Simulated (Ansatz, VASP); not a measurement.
BP: VASP beside Ansatz

Contents of POSCAR:

```
BP
1.0
    0.0000000000      2.2342428123      2.2342428123
    2.2342428123      0.0000000000      2.2342428123
    2.2342428123      2.2342428123      0.0000000000
B P
1 1
Direct
    0.0000000000      0.0000000000      0.0000000000
    0.7500000000      0.7500000000      0.7500000000
```

INCAR.step1

```
  PREC = Accurate
  ENCUT = 520
  ISMEAR = 0
  SIGMA = 0.05
  LREAL = F
  LASPH = T
  NELM = 100
  NBANDS = 11
  GGA = PE
  ALGO = Normal
  EDIFF = 1E-4
  LWAVE = T
  LCHARG = F
```

File INCAR.step2:

```
  PREC = Accurate
  ENCUT = 520
  EDIFF = 1E-7
  ISMEAR = 0
  SIGMA = 0.05
  LREAL = F
  LASPH = T
  NELM = 100
  ALGO = Normal
  ISIF = 2
  LWAVE = F
  LCHARG = F
  METAGGA = R2SCAN
  LMIXTAU = T
  NBANDS = 11
  ISTART = 1
```

File KPOINTS:

```
regular mesh
0
Gamma
  10 10 10
```

Input for Ansatz:

```yaml
crystal:
  lattice:
    - [0.0, 2.2342428123, 2.2342428123]
    - [2.2342428123, 0.0, 2.2342428123]
    - [2.2342428123, 2.2342428123, 0.0]
  atoms:
    - { symbol: B, position: [0.0, 0.0, 0.0] }
    - { symbol: P, position: [0.75, 0.75, 0.75] }
basis:
  ecutwfc: 500
kpoints:
  mp_grid: { grid: [10, 10, 10] }
hamiltonian:
  xc: r2scan
scf:
  occupations: { method: gaussian, width: 0.05 }
output:
  forces: true
  stress: true
  eigenvalues: true
```

Change from the starting cell: strain -0.015 along x and y, -0.015 along z, atoms carried along.

Alike in both runs: task single point; functional r2SCAN; k mesh 10 × 10 × 10; occupations gaussian, width 0.05 eV; no spin polarisation.

|  | VASP | Ansatz |
| --- | --- | --- |
| version | VASP 6.6.1 | Ansatz 0.2.0 |
| potentials or method | VASP PAW PBE potentials, release 64 (B, P), cutoff 520 eV | scalar-relativistic, plane waves, PAW |
| valence electrons in the cell | 8 | 8 |

Ansatz gave:

| Quantity | Value |
| --- | --- |
| gap on the k mesh at the Fermi level (eV) | 1.35 |
| least direct gap on the mesh (eV) | 3.67 |
| pressure (GPa) | 8.4 |

Question: Which values does VASP return?

Answer: gap on the k mesh at the Fermi level (eV): 1.38; least direct gap on the mesh (eV): 3.71; pressure (GPa): 7.8.

VASP's potentials were made for PBE, not for r2SCAN. With one functional, cell and mesh, what is left measures potentials, basis and numerics.
